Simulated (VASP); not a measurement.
Input of a VASP 6.6.1 run:

Contents of INCAR:

```
SYSTEM = PtF2
PREC     = Accurate       ! precision mode
ENCUT    = 600            ! plane-wave cutoff, eV
EDIFF    = 1E-6           ! SCF threshold, eV
ISMEAR   = -1             ! smearing method
SIGMA    = 0.1            ! smearing width, eV
LREAL    = .False.        ! projectors in reciprocal space
LASPH    = .True.         ! aspherical terms in the spheres
NELM     = 200            ! most SCF steps
ALGO     = Normal         ! electronic algorithm
ISIF     = 2              ! what is computed and relaxed
LWAVE    = .False.        ! write WAVECAR
LCHARG   = .True.         ! write CHGCAR
ISPIN    = 2              ! spin polarisation
MAGMOM   = 0 0 0          ! initial moments
LORBIT   = 11             ! projections on sites
LMAXMIX  = 4              ! l up to which the mixer works
GGA      = PE             ! functional
LELF     = .True.         ! ELF
LVHAR    = .True.       
NBANDS   = 23             ! bands
GGA_COMPAT= .False.
```

KPOINTS

```
Automatic mesh
0
Gamma
  12 12 16
  0 0 0
```

File POSCAR:

```
PtF2
1.0
    3.9024007693      0.0000000000      0.0000000000
    0.0000000000      3.9024007693      0.0000000000
    0.0000000000      0.0000000000      2.6992695088
Pt F
1 2
Direct
    0.0000000000      0.0000000000      0.5000000000
    0.5000000000      0.0000000000      0.0000000000
    0.0000000000      0.5000000000      0.0000000000
```

Potentials or basis: VASP PAW PBE potentials, release 64 (Pt, F).

Command:

```bash
$ cat potpaw_PBE.64/Pt/POTCAR potpaw_PBE.64/F/POTCAR > POTCAR
$ mpirun -np 1 vasp_std > vasp.out
```

(1) Estimate the band gap on the k mesh.

(2) What does it give for the net moment?

(3) Estimate the pressure.

## Answers

(1) zero (filled and empty bands overlap).

(2) 0.00 μB per cell.

(3) -0.2 GPa.

Caveat: spin-orbit coupling is left out, which moves the levels of the heavy elements.
